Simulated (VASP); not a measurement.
Set up this calculation in VASP 6.6.1, as the native input.

```yaml
Task: single point
Functional: PBE
Potentials_or_basis: VASP PAW PBE potentials, release 64 (Ga_d, Sb)
Cutoff: 520 eV
k_mesh: 16 × 16 × 16
Occupations: gaussian, width 0.15 eV
Spin: no spin polarisation
Dipole_correction: no
Further_INCAR_settings: ALGO = Normal; EDIFF = 1e-06; NBANDS = 16
```

The structure of GaSb lies in POSCAR:

```
GaSb
1.0
    0.0000000000      3.1069206317      3.0292476159
    3.1069206317      0.0000000000      3.0292476159
    3.1069206317      3.1069206317      0.0000000000
Ga Sb
1 1
Direct
    0.0000000000      0.0000000000      0.0000000000
    0.7500000000      0.7500000000      0.7500000000
```

This cell differs from its parent crystal: strain +0.000 along x and y, -0.025 along z.

The input as run:

INCAR

```
SYSTEM = GaSb
ALGO = Normal ; EDIFF = 1E-6
ENCUT = 520 ; GGA = PE
ISIF = 2 ; ISMEAR = 0
LASPH = .True. ; LCHARG = .True.
LELF = .True. ; LREAL = .False.
LVHAR = .True. ; LWAVE = .False.
NBANDS = 16 ; NELM = 100
PREC = Accurate ; SIGMA = 0.15
```

KPOINTS

```
k-points
0
Gamma
  16 16 16
  0 0 0
```

Potentials or basis: VASP PAW PBE potentials, release 64 (Ga_d, Sb).

The run is started by

```console
$ cat potpaw_PBE.64/Ga_d/POTCAR potpaw_PBE.64/Sb/POTCAR > POTCAR
$ mpirun -np 1 vasp_std > vasp.out
```

Results of the run:

| Property | Result |
| --- | --- |
| Pressure | 1.3 GPa |

Caveat: the cell differs from its parent crystal (strain +0.000 along x and y, -0.025 along z).

Run time: 110 s on 1 thread of Intel(R) Xeon(R) 6975P-C (Granite Rapids) (shared host), peak memory 0.45 GiB.
